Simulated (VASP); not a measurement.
Input of a VASP 6.6.1 run:

File INCAR:

```
SYSTEM = As
  PREC = Accurate
  ENCUT = 600
  EDIFF = 1E-6
  ISMEAR = -1
  SIGMA = 0.05
  LREAL = .False.
  LASPH = .True.
  NELM = 120
  ALGO = Normal
  ISIF = 2
  LWAVE = .False.
  LCHARG = .False.
  GGA = B5
  ALDAX = 1.0
  AGGAX = 1.0
  AGGAC = 1.0
  ALDAC = 0.0
  IVDW = 12
  VDW_S6 = 1.0
  VDW_S8 = 2.6996
  VDW_A1 = 0.4298
  VDW_A2 = 4.2359
  NBANDS = 22
  GGA_COMPAT = .False.
```

KPOINTS

```
regular mesh
0
Gamma
  9 9 9
  0 0 0
```

POSCAR

```
As
1.0
    1.8996256651      1.0967493891      3.4415044696
   -1.8996256651      1.0967493891      3.4415044696
    0.0000000000     -2.1934987783      3.4415044696
As
2
Direct
    0.2287838823      0.2287838823      0.2287838823
    0.7712161177      0.7712161177      0.7712161177
```

Potentials or basis: VASP PAW PBE potentials, release 64 (As_d).

Run with:

```sh
$ cat potpaw_PBE.64/As_d/POTCAR > POTCAR
$ mpirun -np 1 vasp_std > vasp.out
```

(1) Predict the dispersion energy per atom.

(2) Predict the largest force.

(3) Estimate the pressure.

(4) Predict the band gap on the k mesh.

Results:

(1) -0.948 eV.

(2) 0.035 eV/Å.

(3) 0.2 GPa.

(4) 0.10 eV, indirect (least direct gap 0.61 eV).

Caveat: the PAW data sets were made with another functional, which shifts forces and pressure a little.
